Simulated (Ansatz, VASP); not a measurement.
## Br in VASP and in Ansatz

```xyz
2
Lattice="13.0000 0.0000 0.0000 0.0000 13.3000 0.0000 0.0000 0.0000 13.6000" Properties=species:S:1:pos:R:3 pbc="T T T"
Br    5.3472    6.6500    6.8000
Br    7.6528    6.6500    6.8000
```

Alike in both runs: functional PBE; k mesh 1 × 1 × 1; occupations gaussian, width 0.01 eV; no spin polarisation.

Ansatz relaxed the structure, and its values are those at the end. VASP's run is a single point on that final structure, the one shown.

```csv
,VASP,Ansatz
version,VASP 6.6.1,Ansatz 0.2.0
potentials or method,"VASP PAW PBE potentials, release 64 (Br), cutoff 520 eV","scalar-relativistic, plane waves, PAW"
valence electrons in the cell,14,14
```

|  | VASP | Ansatz | Ansatz less VASP |
| --- | --- | --- | --- |
| gap on the k mesh at the Fermi level (eV) | 2.21 | 2.21 | -0.001 |
| rms of the force components (eV/Å) | 0.007 | 0.000 | -0.0070 |

The functional is the same, so the differences come from potentials, cutoffs and numerics. Ansatz's warnings: stress scf threshold loose.
